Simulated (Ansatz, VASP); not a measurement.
## One calculation of AlAs, two programs

```
CELL_PARAMETERS angstrom
8.10007 0.00000 0.00000
-4.05003 7.01487 0.00000
0.00000 0.00000 25.37735
ATOMIC_POSITIONS crystal
As 0.50000 0.00000 0.31524
As 0.50000 0.50000 0.31524
As 0.00000 0.00000 0.31524
As 0.00000 0.50000 0.31524
As 0.73772 0.95722 0.44564
As 0.70993 0.42113 0.46730
As 0.22303 0.96322 0.44408
As 0.23282 0.46706 0.46080
Al 0.16667 0.83333 0.34782
Al 0.16667 0.33333 0.34782
Al 0.66667 0.83333 0.34782
Al 0.66667 0.33333 0.34782
Al 0.40202 0.80367 0.43038
Al 0.40645 0.31972 0.42188
Al 0.88906 0.77504 0.47184
Al 0.90915 0.31182 0.42345
```

Alike in both runs: task single point; functional PBE; k mesh 2 × 2 × 1; occupations gaussian, width 0.05 eV; no spin polarisation.

|  | VASP | Ansatz |
| --- | --- | --- |
| version | VASP 6.6.1 | Ansatz 0.2.0 |
| potentials or method | VASP PAW PBE potentials, release 64 (As, Al), cutoff 520 eV | scalar-relativistic, plane waves, PAW |
| valence electrons in the cell | 64 | 144 |

VASP gave:

```
gap on the k mesh at the Fermi level (eV) : 0.45
least direct gap on the mesh (eV)         : 0.72
rms of the force components (eV/Å)        : 0.323
```

**Question.** What did Ansatz give for the same quantities?

**Answer.** gap on the k mesh at the Fermi level (eV): 0.46; least direct gap on the mesh (eV): 0.72; rms of the force components (eV/Å): 0.327.

VASP's potentials hold 64 valence electrons a cell and Ansatz's 144, so a difference there can come from the potentials and not from the codes.

The k mesh is coarse, so the values compare programs but aren't converged.
